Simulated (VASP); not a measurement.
Write the native input for VASP 6.6.1 that does the following.

```
Task                   : single point
Functional             : r2SCAN
Potentials or basis    : VASP PAW PBE potentials, release 64 (Ba_sv, Ti_sv, O)
Cutoff                 : 520 eV
k mesh                 : 6 × 6 × 6
Occupations            : gaussian, width 0.02 eV
Spin                   : no spin polarisation
Dipole correction      : no
Further INCAR settings : ALGO = Normal; EDIFF = 1e-06; NBANDS = 28
```

The system is BaTiO3.

```
Ba Ti O
1.0
     2.83991    1.63962    2.33169
    -2.83991    1.63962    2.33169
     0.00000   -3.27925    2.33169
Ba Ti O
1 1 3
Direct
  0.00128 0.00128 0.00128
  0.51476 0.51476 0.51476
  0.48821 0.97863 0.48821
  0.48821 0.48821 0.97863
  0.97863 0.48821 0.48821
```

One way to write it, as run:

POSCAR

```
BaTiO3
1.0
    2.8399125271      1.6396242620      2.3316938689
   -2.8399125271      1.6396242620      2.3316938689
    0.0000000000     -3.2792485240      2.3316938688
Ba Ti O
1 1 3
Direct
    0.0012849266      0.0012849266      0.0012849266
    0.5147591811      0.5147591811      0.5147591811
    0.4882121036      0.9786326851      0.4882121036
    0.4882121036      0.4882121036      0.9786326851
    0.9786326851      0.4882121036      0.4882121036
```

INCAR.step1

```
SYSTEM = BaTiO3
  PREC = Accurate
  ENCUT = 520
  ISMEAR = 0
  SIGMA = 0.02
  LREAL = .False.
  LASPH = .True.
  NELM = 60
  NBANDS = 28
  GGA = PE
  ALGO = Normal
  EDIFF = 1E-4
  LWAVE = .True.
  LCHARG = .False.
```

INCAR.step2

```
SYSTEM = BaTiO3
  PREC = Accurate
  ENCUT = 520
  EDIFF = 1E-6
  ISMEAR = 0
  SIGMA = 0.02
  LREAL = .False.
  LASPH = .True.
  NELM = 60
  ALGO = Normal
  ISIF = 2
  LWAVE = .False.
  LCHARG = .False.
  METAGGA = R2SCAN
  LMIXTAU = .True.
  NBANDS = 28
  ISTART = 1
```

KPOINTS

```
regular mesh
0
Gamma
  6 6 6
  0 0 0
```

Potentials or basis: VASP PAW PBE potentials, release 64 (Ba_sv, Ti_sv, O).

Run with:

```sh
$ cat potpaw_PBE.64/Ba_sv/POTCAR potpaw_PBE.64/Ti_sv/POTCAR potpaw_PBE.64/O/POTCAR > POTCAR
$ cp INCAR.step1 INCAR
$ mpirun -np 1 vasp_std > vasp.out
$ cp INCAR.step2 INCAR
$ mpirun -np 1 vasp_std > vasp.out
```

It gave:

```
Pressure               : 1.9 GPa
Largest force          : 0.176 eV/Å
Band gap on the k mesh : 2.85 eV (least direct gap 3.31 eV)
```

Caveat: the PAW data sets were made with another functional, which shifts forces and pressure a little; spin-orbit coupling is left out, which moves the levels of the heavy elements.

Wall time 3.4 min on 1 thread of Intel Xeon 8259CL, with other jobs on the host, peak memory 0.21 GiB.
